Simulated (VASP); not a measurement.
A run of VASP 6.6.1:

INCAR

```
SYSTEM = Co3W
PREC = Accurate
ENCUT = 520
EDIFF = 1E-6
ISMEAR = 0
SIGMA = 0.15
LREAL = .FALSE.
LASPH = .TRUE.
NELM = 150
ALGO = Normal
ISIF = 2
LWAVE = .FALSE.
LCHARG = .FALSE.
ISPIN = 2
MAGMOM = -0.25 -0.25 -0.25 0
LORBIT = 11
LMAXMIX = 4
GGA = PS
NBANDS = 32
```

Contents of KPOINTS:

```
Automatic mesh
0
G
  14 14 14
  0 0 0
```

File POSCAR:

```
Co3W
1.0
    3.5505645536      0.0000000000      0.0000000000
    0.0000000000      3.5505645536      0.0000000000
    0.0000000000      0.0000000000      3.5505645536
Co W
3 1
Direct
    0.5000000000      0.5000000000     -0.0844936053
    0.5000000000      0.0000000000      0.5000000000
    0.0000000000      0.5000000000      0.5000000000
    0.0000000000      0.0000000000      0.0000000000
```

Potentials or basis: VASP PAW PBE potentials, release 64 (Co, W_sv).

The run is started by

```console
$ cat potpaw_PBE.64/Co/POTCAR potpaw_PBE.64/W_sv/POTCAR > POTCAR
$ mpirun -np 1 vasp_std > vasp.out
```

Hardware: 1 thread of Oxide Virtual Turin-like Processor, on a shared host.

Task: Estimate the wall time of this run.

Result: It took 23 min on 1 thread of Oxide Virtual Turin-like Processor, on a shared host, peak memory 0.6 GiB. Counts: scf iterations 26, k points 288.
